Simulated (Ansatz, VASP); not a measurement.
# MnBr3: VASP beside Ansatz

```
Mn Br
1.0
     5.26161    0.00000    0.00000
     0.00000    5.26161    0.00000
     0.00000    0.00000    5.26161
Mn Br
1 3
Direct
  0.00000 0.00000 0.00000
  0.50000 0.00000 0.00000
  0.00000 0.00000 0.50000
  0.00000 0.50000 0.00000
```

Alike in both runs: task single point; functional PBE; k mesh 6 × 6 × 6; occupations gaussian, width 0.05 eV; collinear spin; Hubbard terms Mn d U = 3.9 eV.

```csv
,VASP,Ansatz
version,VASP 6.6.1,Ansatz 0.2.0
potentials or method,"VASP PAW PBE potentials, release 64 (Mn_pv, Br), cutoff 520 eV","scalar-relativistic, plane waves, PAW"
valence electrons in the cell,34,36
```

|  | VASP | Ansatz | Ansatz less VASP |
| --- | --- | --- | --- |
| gap on the k mesh at the Fermi level (eV) | none | none | - |
| pressure (GPa) | -0.3 | 0.0 | +0.26 |
| net moment per atom (μB) | 1.04 | 1.04 | -0.001 |
| size of the moment on the site where the two differ most (μB) | 4.45 | 4.40 | -0.050 |

Site moments also hang on the region over which each program counts them. The programs project onto different local orbitals, so the same U acts differently, and such runs can settle in different states. A gap of «none» marks a metal or a gap that the smearing closes. VASP's potentials hold 34 valence electrons a cell and Ansatz's 36, so a difference there can come from the potentials and not from the codes. Ansatz's warnings: filled band counts differ across k points.
